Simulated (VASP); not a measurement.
# MgO (Fm-3m) in VASP: further runs

Aim: see how the results for MgO move with the level of theory and the settings. Levels: LDA, PBE. Tasks: elastic constants.

Everything below comes from runs of VASP 6.6.1. Logs are shortened: lines on timing, memory, paths and dates and some standing lists are left out, and cuts for length are marked.

## (1) The cell of the first run

It takes space group Fm-3m (No. 225, cubic). The conventional cell has a = 4.194 Å, b = 4.194 Å, c = 4.194 Å, α = 90.00°, β = 90.00°, γ = 90.00°. Mg (site symmetry m-3m) has 6 O at 2.10 Å within 2.8 Å. Within 2.8 Å of O (site symmetry m-3m) lie 6 Mg at 2.10 Å.

## (2) Elastic constants, LDA

File INCAR:

```
SYSTEM = MgO
PREC = Accurate
ENCUT = 600
EDIFF = 1E-8
ISMEAR = 0
SIGMA = 0.01
LREAL = .False.
LASPH = .True.
NELM = 80
ALGO = Normal
ISIF = 3
LWAVE = .False.
LCHARG = .True.
GGA = CA
IBRION = 6
NFREE = 2
POTIM = 0.015
NSW = 1
```

File KPOINTS:

```
Automatic mesh
0
Gamma
  8 8 8
  0 0 0
```

File POSCAR:

```
MgO
1.0
    0.0000000000      2.0970013927      2.0970013927
    2.0970013927      0.0000000000      2.0970013927
    2.0970013927      2.0970013927      0.0000000000
Mg O
1 1
Direct
    0.0000000000      0.0000000000      0.0000000000
    0.5000000000      0.5000000000      0.5000000000
```

Potentials or basis: VASP PAW LDA potentials, release 64 (Mg, O).

Started as:

```bash
$ cat potpaw_LDA.64/Mg/POTCAR potpaw_LDA.64/O/POTCAR > POTCAR
$ mpirun -np 1 vasp_std > vasp.out
```

OUTCAR:

```text
SYSTEM = MgO
   PREC = Accurate
   ENCUT = 600
   EDIFF = 1E-8
   ISMEAR = 0
   LREAL = .False.
   LASPH = .True.
   NELM = 80
   ISIF = 3
   GGA = CA
   IBRION = 6
   NFREE = 2
   POTIM = 0.015
   NSW = 1

 ion  position               nearest neighbor table
   1  0.000  0.000  0.000-   2 2.10   2 2.10   2 2.10   2 2.10   2 2.10   2 2.10
   2  0.500  0.500  0.500-   1 2.10   1 2.10   1 2.10   1 2.10   1 2.10   1 2.10

  LATTYP: Found a face centered cubic cell.
 ALAT       =     4.1940027854

  Lattice vectors:

 A1 = (   0.0000000000,   2.0970013927,   2.0970013927)
 A2 = (   2.0970013927,   0.0000000000,   2.0970013927)
 A3 = (   2.0970013927,   2.0970013927,   0.0000000000)

Analysis of symmetry for initial positions (statically):
=====================================================================
 Subroutine PRICEL returns:
 Original cell was already a primitive cell.

 Routine SETGRP: Setting up the symmetry group for a
 face centered cubic supercell.

 Subroutine GETGRP returns: Found 48 space group operations
 (whereof 48 operations were pure point group operations)
 out of a pool of 48 trial point group operations.

The static configuration has the point symmetry O_h .

Analysis of symmetry for dynamics (positions and initial velocities):
=====================================================================
 Subroutine PRICEL returns:
 Original cell was already a primitive cell.

 Routine SETGRP: Setting up the symmetry group for a
 face centered cubic supercell.

 Subroutine GETGRP returns: Found 48 space group operations
 (whereof 48 operations were pure point group operations)
 out of a pool of 48 trial point group operations.

The dynamic configuration has the point symmetry O_h .

 Subroutine INISYM returns: Found 48 space group operations
 (whereof 48 operations are pure point group operations),
 and found     1 'primitive' translations

----------------------------------------------------------------------------------------

                                     Primitive cell

  volume of cell :      18.4428

  direct lattice vectors                    reciprocal lattice vectors
     0.000000000  2.097001393  2.097001393    -0.238435702  0.238435702  0.238435702
     2.097001393  0.000000000  2.097001393     0.238435702 -0.238435702  0.238435702
     2.097001393  2.097001393  0.000000000     0.238435702  0.238435702 -0.238435702

  length of vectors
     2.965607810  2.965607810  2.965607810     0.412982751  0.412982751  0.412982751

  position of ions in fractional coordinates (direct lattice)
     0.000000000  0.000000000  0.000000000
     0.500000000  0.500000000  0.500000000

  ion indices of the primitive-cell ions
   primitive index   ion index
                 1           1
                 2           2

----------------------------------------------------------------------------------------

 KPOINTS: Automatic mesh

Automatic generation of k-mesh.
 Grid dimensions read from file:
 generate k-points for:    8    8    8

 Generating k-lattice:

  Cartesian coordinates                     Fractional coordinates (reciprocal lattice)
    -0.029804463  0.029804463  0.029804463     0.125000000  0.000000000  0.000000000
[... 108 lines left out ...]
  energy without entropy =      -13.43782620  energy(sigma->0) =      -13.43782620

------------------------ aborting loop because EDIFF is reached ----------------------------------------

  FORCE on cell =-STRESS in cart. coord.  units (eV):
  Direction    XX          YY          ZZ          XY          YZ          ZX
  --------------------------------------------------------------------------------------
  -------------------------------------------------------------------------------------
  Total       -0.6942173     -0.6942173     -0.6942173      0.0000000      0.0000000     -0.0000000
  in kB      -60.3086892    -60.3086892    -60.3086892      0.0000000      0.0000000     -0.0000000
  external PRESSURE =     -60.3086892 kB  Pullay stress =       0.0000000 kB
[... 89 lines left out ...]
  FREE ENERGIE OF THE ION-ELECTRON SYSTEM (eV)
  ---------------------------------------------------
  free  energy   TOTEN  =       -13.4442769492 eV

  energy  without entropy=      -13.4442769492  energy(sigma->0) =      -13.44427695

[... ionic steps 4 to 14 ...]

--------------------------------------- Ionic step       15  -------------------------------------------

 number of electron       8.0000004 magnetization

------------------------ aborting loop because EDIFF is reached ----------------------------------------
[... 67 lines left out ...]
--------------------------------------- Ionic step       17  -------------------------------------------

 number of electron       8.0000002 magnetization

 Free energy of the ion-electron system (eV)
  ---------------------------------------------------
  ext. energy  EPLUGINS =         0.00000000
  ---------------------------------------------------
  free energy    TOTEN  =       -13.43721509 eV

  energy without entropy =      -13.43721509  energy(sigma->0) =      -13.43721509

 E-fermi :   3.0991     XC(G=0): -11.6539

 val. band max:        2.9766274830   @ k =   0.0000   0.0000   0.0000
 cond. band min:       7.7609313058   @ k =   0.0000   0.0000   0.0000
 fundamental gap:      4.7843038228
 Fermi energy:         3.0991128976

 k-point     1 :       0.0000    0.0000    0.0000
  band No.  band energies     occupation
      1     -14.0925      2.00000
      2       2.9763      2.00000
      3       2.9766      2.00000
      4       2.9766      2.00000
      5       7.7609      0.00000
      6      18.5749      0.00000
      7      18.5754      0.00000
      8      18.5754      0.00000
[... 243 lines left out ...]
 k-point    24 :      -0.3750    0.2500    0.1250
  band No.  band energies     occupation
      1     -12.5454      2.00000
      2      -1.1481      2.00000
      3       0.9755      2.00000
      4       1.9530      2.00000
      5      12.5680      0.00000
      6      15.0944      0.00000
      7      16.3103      0.00000
      8      19.7198      0.00000

 [... further k-points ...]

------------------------ aborting loop because EDIFF is reached ----------------------------------------

  FORCE on cell =-STRESS in cart. coord.  units (eV):
  Direction    XX          YY          ZZ          XY          YZ          ZX
  --------------------------------------------------------------------------------------
  -------------------------------------------------------------------------------------
  Total       -0.6852681     -0.6947441     -0.6947441      0.0000000      0.0000000      0.0000000
  in kB      -59.5312418    -60.3544534    -60.3544534      0.0000000      0.0000000      0.0000000
  external PRESSURE =     -60.0800495 kB  Pullay stress =       0.0000000 kB
[... 17 lines left out ...]
  FREE ENERGIE OF THE ION-ELECTRON SYSTEM (eV)
  ---------------------------------------------------
  free  energy   TOTEN  =       -13.4372150931 eV

  energy  without entropy=      -13.4372150931  energy(sigma->0) =      -13.43721509

 INTERNAL STRAIN TENSORS FROM STRAINED CELLS
 ============================================

 INTERNAL STRAIN TENSOR FOR ION    1 for displacements in x,y,z  (eV/Angst):
          X           Y           Z          XY          YZ          ZX
  --------------------------------------------------------------------------------
  x     0.00000    -0.00000    -0.00000     0.00000    -0.00000     0.00000
  y     0.00000     0.00000    -0.00000    -0.00000    -0.00000     0.00000
  z    -0.00000    -0.00000     0.00000    -0.00000     0.00000     0.00000

 INTERNAL STRAIN TENSORS FROM DISPLACED ATOMS
 ============================================

 INTERNAL STRAIN TENSOR FOR ION    1 for displacements in x,y,z  (eV/Angst):
          X           Y           Z          XY          YZ          ZX
  --------------------------------------------------------------------------------
  x     0.00000     0.00000     0.00000     0.00000     0.00000     0.00000
  y     0.00000     0.00000     0.00000     0.00000     0.00000     0.00000
  z     0.00000     0.00000     0.00000     0.00000     0.00000     0.00000

 INTERNAL STRAIN TENSOR FOR ION    2 for displacements in x,y,z  (eV/Angst):
          X           Y           Z          XY          YZ          ZX
  --------------------------------------------------------------------------------
  x     0.00000     0.00000     0.00000     0.00000     0.00000     0.00000
  y     0.00000     0.00000     0.00000     0.00000     0.00000     0.00000
  z     0.00000     0.00000     0.00000     0.00000     0.00000     0.00000

 Eigenvectors and eigenvalues of the dynamical matrix
 ----------------------------------------------------

   1 f  =   11.712693 THz    73.593019 2PiTHz  390.693374 cm-1    48.439783 meV
             X         Y         Z           dx          dy          dz
      0.000000  0.000000  0.000000     0.000000    0.629815    0.000000
      2.097001  2.097001  2.097001     0.000000   -0.776745    0.000000
[... 21 lines left out ...]
   6 f/i=    0.003665 THz     0.023026 2PiTHz    0.122243 cm-1     0.015156 meV
             X         Y         Z           dx          dy          dz
      0.000000  0.000000  0.000000     0.000000    0.000000    0.776745
      2.097001  2.097001  2.097001     0.000000    0.000000    0.629815

--------------------------------------------------------------------------------------------------------

 ELASTIC MODULI CONTR FROM IONIC RELAXATION (kBar)
 Direction    XX          YY          ZZ          XY          YZ          ZX
 --------------------------------------------------------------------------------
 XX           0.0000      0.0000      0.0000      0.0000      0.0000      0.0000
 YY           0.0000      0.0000      0.0000      0.0000      0.0000      0.0000
 ZZ           0.0000      0.0000      0.0000      0.0000      0.0000      0.0000
 XY           0.0000      0.0000      0.0000      0.0000      0.0000      0.0000
 YZ           0.0000      0.0000      0.0000      0.0000      0.0000      0.0000
 ZX           0.0000      0.0000      0.0000      0.0000      0.0000      0.0000
 --------------------------------------------------------------------------------

 TOTAL ELASTIC MODULI (kBar)
 Direction    XX          YY          ZZ          XY          YZ          ZX
 --------------------------------------------------------------------------------
 XX        2934.6909    930.7548    930.7548      0.0000      0.0000     -0.0000
 YY         930.7548   2934.6909    930.7548      0.0000     -0.0000     -0.0000
 ZZ         930.7548    930.7548   2934.6909      0.0000      0.0000      0.0000
 XY           0.0000      0.0000      0.0000   1505.7669      0.0000      0.0000
 YZ           0.0000     -0.0000      0.0000      0.0000   1505.7669      0.0000
 ZX          -0.0000     -0.0000      0.0000      0.0000      0.0000   1505.7669
 --------------------------------------------------------------------------------
```

Wall time 2 min (1 thread of Intel Xeon Platinum 8488C (Sapphire Rapids), shared host); peak memory 0.17 GiB.

What came out:

```
Elastic constants C11, C12, C44                         : 293, 93, 151 GPa
Voigt bulk modulus                                      : 160 GPa
Highest phonon frequency at Γ, LO-TO splitting left out : 391 cm⁻¹
```

Phonon frequencies in cm⁻¹ (negative: imaginary):
```csv
q point,frequencies
"(0.000, 0.000, 0.000)",0 0 0 391 391 391
```

Elastic tensor in Voigt notation (GPa, in the Cartesian axes of the cell as first typed):
```
293  93  93   0   0   0
 93 293  93   0   0   0
 93  93 293   0   0   0
  0   0   0 151   0   0
  0   0   0   0 151   0
  0   0   0   0   0 151
```

Clamped-ion elastic tensor (GPa):
```
293  93  93   0   0   0
 93 293  93   0   0   0
 93  93 293   0   0   0
  0   0   0 151   0   0
  0   0   0   0 151   0
  0   0   0   0   0 151
```

Caveat: the cell is under stress, which shifts elastic constants.

## (3) Elastic constants, PBE

File INCAR:

```
PREC = Accurate ; ENCUT = 600
EDIFF = 1E-8 ; ISMEAR = 0
SIGMA = 0.01 ; LREAL = F
LASPH = T ; NELM = 60
ALGO = Normal ; ISIF = 3
LWAVE = F ; LCHARG = F
GGA = PE ; IBRION = 6
NFREE = 2 ; POTIM = 0.015
NSW = 1
```

File KPOINTS:

```
Automatic mesh
0
Gamma
  8 8 8
```

POSCAR is that of step 2.

Potentials or basis: VASP PAW PBE potentials, release 64 (Mg, O).

Started as:

```bash
$ cat potpaw_PBE.64/Mg/POTCAR potpaw_PBE.64/O/POTCAR > POTCAR
$ mpirun -np 1 vasp_std > vasp.out
```

OUTCAR:

```text
PREC = Accurate
   ENCUT = 600
   EDIFF = 1E-8
   ISMEAR = 0
   LREAL = F
   LASPH = T
   NELM = 60
   ISIF = 3
   GGA = PE
   IBRION = 6
   NFREE = 2
   POTIM = 0.015
   NSW = 1

 ion  position               nearest neighbor table
   1  0.000  0.000  0.000-   2 2.10   2 2.10   2 2.10   2 2.10   2 2.10   2 2.10
   2  0.500  0.500  0.500-   1 2.10   1 2.10   1 2.10   1 2.10   1 2.10   1 2.10

[... 713 lines left out ...]
      0.000000  0.000000  0.000000     0.053942    0.627582    0.000000
      2.097001  2.097001  2.097001    -0.066512   -0.773826    0.000000
[... 21 lines left out ...]
   6 f/i=    0.002546 THz     0.015996 2PiTHz    0.084921 cm-1     0.010529 meV
             X         Y         Z           dx          dy          dz
      0.000000  0.000000  0.000000     0.260212   -0.731793    0.000000
      2.097001  2.097001  2.097001     0.211035   -0.593493    0.000000

--------------------------------------------------------------------------------------------------------

 ELASTIC MODULI CONTR FROM IONIC RELAXATION (kBar)
 Direction    XX          YY          ZZ          XY          YZ          ZX
 --------------------------------------------------------------------------------
 XX           0.0000      0.0000      0.0000      0.0000      0.0000      0.0000
 YY           0.0000      0.0000      0.0000      0.0000      0.0000      0.0000
 ZZ           0.0000      0.0000      0.0000      0.0000      0.0000      0.0000
 XY           0.0000      0.0000      0.0000      0.0000      0.0000      0.0000
 YZ           0.0000      0.0000      0.0000      0.0000      0.0000      0.0000
 ZX           0.0000      0.0000      0.0000      0.0000      0.0000      0.0000
 --------------------------------------------------------------------------------

 TOTAL ELASTIC MODULI (kBar)
 Direction    XX          YY          ZZ          XY          YZ          ZX
 --------------------------------------------------------------------------------
 XX        3222.6506    940.3668    940.3668      0.0000      0.0000     -0.0000
 YY         940.3668   3222.6506    940.3668     -0.0000     -0.0000     -0.0000
 ZZ         940.3668    940.3668   3222.6506      0.0000      0.0000      0.0000
 XY           0.0000     -0.0000      0.0000   1491.5592     -0.0000      0.0000
 YZ           0.0000     -0.0000      0.0000     -0.0000   1491.5592      0.0000
 ZX          -0.0000     -0.0000      0.0000      0.0000      0.0000   1491.5592
 --------------------------------------------------------------------------------
```

OSZICAR:

```text
N       E                     dE             d eps       ncg     rms          rms(c)
DAV:   1     0.237650724393E+02    0.23765E+02   -0.54931E+03   520   0.103E+03
DAV:   2    -0.128597735246E+02   -0.36625E+02   -0.32320E+02   576   0.157E+02
DAV:   3    -0.134608630554E+02   -0.60109E+00   -0.60109E+00   536   0.246E+01
[... 178 lines left out ...]
DAV:   4    -0.119004220394E+02    0.42291E-06   -0.25372E-04  1072   0.168E-01    0.226E-02
DAV:   5    -0.119004215941E+02    0.44528E-06   -0.14515E-05  1104   0.426E-02    0.133E-02
DAV:   6    -0.119004214414E+02    0.15273E-06   -0.31641E-06  1064   0.226E-02    0.115E-03
DAV:   7    -0.119004214266E+02    0.14792E-07   -0.30400E-07  1248   0.620E-03    0.850E-04
DAV:   8    -0.119004214281E+02   -0.15132E-08   -0.18333E-08   824   0.151E-03
  17 F= -.11900421E+02 E0= -.11900421E+02  d E =-.124096E-15
```

stdout:

```text
POSCAR found type information on POSCAR MgO
 POSCAR found :  2 types and       2 ions
 scaLAPACK will be used
 LDA part: xc-table for (Slater+PW92), standard interpolation
 POSCAR, INCAR and KPOINTS ok, starting setup
 FFT: planning ... GRIDC
 FFT: planning ... GRID_SOFT
 FFT: planning ... GRID
 WAVECAR not read
 entering main loop
 Found     2 degrees of freedom:
 Adding 6 more for cell shape distortion
 Finite differences POTIM= 0.01500 DOF=   8
 bond charge predicted
 Finite differences progress:
 bond charge predicted
 Finite differences progress:
 bond charge predicted
 Finite differences progress:
 bond charge predicted
 Finite differences progress:
 bond charge predicted
 Finite differences progress:
 bond charge predicted
 Finite differences progress:
 bond charge predicted
 Finite differences progress:
 bond charge predicted
 Finite differences progress:
 bond charge predicted
 Finite differences progress:
 bond charge predicted
 Finite differences progress:
 bond charge predicted
 Finite differences progress:
 bond charge predicted
 Finite differences progress:
 bond charge predicted
 Finite differences progress:
 bond charge predicted
 Finite differences progress:
 bond charge predicted
 Finite differences progress:
 bond charge predicted
 Finite differences progress:
```

It took 2.2 min on 1 thread of Intel Xeon Platinum 8488C (Sapphire Rapids), shared host; peak memory 0.19 GiB.

What came out:

* Elastic constants C11, C12, C44: 322, 94, 149 GPa
* Voigt bulk modulus: 170 GPa
* Highest phonon frequency at Γ, LO-TO splitting left out: 408 cm⁻¹

Phonon frequencies in cm⁻¹ (negative: imaginary):
```
              q point        frequencies
(0.000, 0.000, 0.000)  0 0 0 408 408 408
```

Elastic tensor in Voigt notation (GPa, in the Cartesian axes of the cell as first typed):
```
322  94  94   0   0   0
 94 322  94   0   0   0
 94  94 322   0   0   0
  0   0   0 149   0   0
  0   0   0   0 149   0
  0   0   0   0   0 149
```

Clamped-ion elastic tensor (GPa):
```
322  94  94   0   0   0
 94 322  94   0   0   0
 94  94 322   0   0   0
  0   0   0 149   0   0
  0   0   0   0 149   0
  0   0   0   0   0 149
```

Caveat: the cell is under stress, which shifts elastic constants.
